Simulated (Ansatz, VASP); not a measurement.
One calculation of NaI, two programs

```
CELL_PARAMETERS angstrom
0.00000 3.28495 3.28495
3.28495 0.00000 3.28495
3.28495 3.28495 0.00000
ATOMIC_POSITIONS crystal
Na 0.00000 0.00000 0.00000
I 0.50000 0.50000 0.50000
```

Change from the starting cell: strain +0.015 along x and y, +0.015 along z, atoms carried along.

Alike in both runs: task single point; functional PBE; k mesh 6 × 6 × 6; occupations gaussian, width 0.05 eV; no spin polarisation.

|  | VASP | Ansatz |
| --- | --- | --- |
| version | VASP 6.6.1 | Ansatz 0.2.0 |
| potentials or method | VASP PAW PBE potentials, release 64 (Na_pv, I), cutoff 520 eV | scalar-relativistic, plane waves, PAW |
| valence electrons in the cell | 14 | 26 |

|  | VASP | Ansatz | Ansatz less VASP |
| --- | --- | --- | --- |
| gap on the k mesh at the Fermi level (eV) | 3.53 | 3.53 | +0.003 |
| least direct gap on the mesh (eV) | 3.53 | 3.53 | +0.003 |
| pressure (GPa) | -0.3 | -0.3 | -0.01 |

VASP's potentials hold 14 valence electrons a cell and Ansatz's 26, so a difference there can come from the potentials and not from the codes.

Spin-orbit coupling is off throughout.
